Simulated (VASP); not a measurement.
Ta4F, 5 atoms in the cell. The cell holds a slab with vacuum, 5 atoms: a = 3.253 Å, b = 3.253 Å, c = 20.213 Å, α = 90.00°, β = 90.00°, γ = 90.00°. 

* Program: VASP 6.6.1
* Task: relaxation of the atoms
* Functional: LDA
* Potentials or basis: VASP PAW LDA potentials, release 64 (Ta_pv, F)
* Cutoff: 520 eV
* k mesh: 8 × 8 × 1
* Occupations: gaussian, width 0.1 eV
* Spin: no spin polarisation
* Dipole correction: yes
* Atoms held fixed (from 0): [0, 1, 2, 3]
* Further INCAR settings: ALGO = Fast; EDIFF = 1e-07; IBRION = 2; EDIFFG = -0.025; NSW = 36
* Atoms held along some axes (from 0): atom 4 along a and b

Potentials or basis: VASP PAW LDA potentials, release 64 (Ta_pv, F).

The run is started by

```console
$ cat potpaw_LDA.64/Ta_pv/POTCAR potpaw_LDA.64/F/POTCAR > POTCAR
$ mpirun -np 1 vasp_std > vasp.out
```

Hardware: 1 thread of Oxide Virtual Turin-like Processor (shared host).

Estimate the wall time of this run.

It took 11 min on 1 thread of Oxide Virtual Turin-like Processor (shared host), peak memory 0.27 GiB. Counts: scf iterations 65, k points 25, ion steps 3.
